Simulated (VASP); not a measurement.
Here is a VASP 6.6.1 calculation.

Contents of INCAR:

```
SYSTEM = Mo7S9
ALGO = Normal
EDIFF = 1E-6
ENCUT = 520
GGA = PE
ISIF = 2
ISMEAR = 0
ISYM = 0
IVDW = 12
LASPH = .True.
LCHARG = .False.
LREAL = Auto
LWAVE = .False.
NBANDS = 90
NELM = 80
PREC = Accurate
SIGMA = 0.1
```

The input KPOINTS:

```
Automatic mesh
0
Gamma
  2 2 2
  0.5 0.5 0.5
```

The input POSCAR:

```
Mo7S9
1.0
    2.1612868491      4.5679256932     -6.1486433264
    3.0574956993     -3.2041310542     -6.1395554432
   -3.7274349533     -1.0568286165     -5.5326377908
Mo S
7 9
Direct
    0.4557226612      0.8160067485      0.7077840626
    0.7764171038      0.4212182033      0.9078946206
    0.1723990773      0.2544630963      0.6052766611
    0.8613702541      0.6675742015      0.4389245625
    0.2487583517      0.5889278410      0.1662892187
    0.5686278754      0.1504885210      0.2683002112
   -0.0483685983      1.0279394241      0.9638062218
    0.9540777065      0.6850888314      0.0416792120
    0.4766183988      0.4559168949      0.8510862880
    0.5478911363      0.8167605682      0.3333703383
    0.8734266369      0.2903010824      0.5851159209
    0.2461448930      0.2375440043      0.2519736034
    0.1544977766      0.5995163113      0.5439055398
    0.5819926355      0.4603641644      0.2600836680
    0.2555615024      0.9764173692     -0.0005891460
    0.7059831311      0.9339431481      0.6145795815
```

Potentials or basis: VASP PAW PBE potentials, release 64 (Mo_sv, S).

Run with:

```bash
$ cat potpaw_PBE.64/Mo_sv/POTCAR potpaw_PBE.64/S/POTCAR > POTCAR
$ mpirun -np 1 vasp_std > vasp.out
```

(1) What does it give for the dispersion energy per atom?

(2) Estimate the pressure.

(3) What does it give for the band gap on the k mesh?

Answers

(1) -0.428 eV.

(2) 0.0 GPa.

(3) 0.19 eV (least direct gap 0.20 eV).

Caveat: the k points lie up to 0.55 Å⁻¹ apart; semilocal functionals underestimate gaps, and a narrow one can read as zero; a shifted mesh leaves out Γ, where band edges can lie.
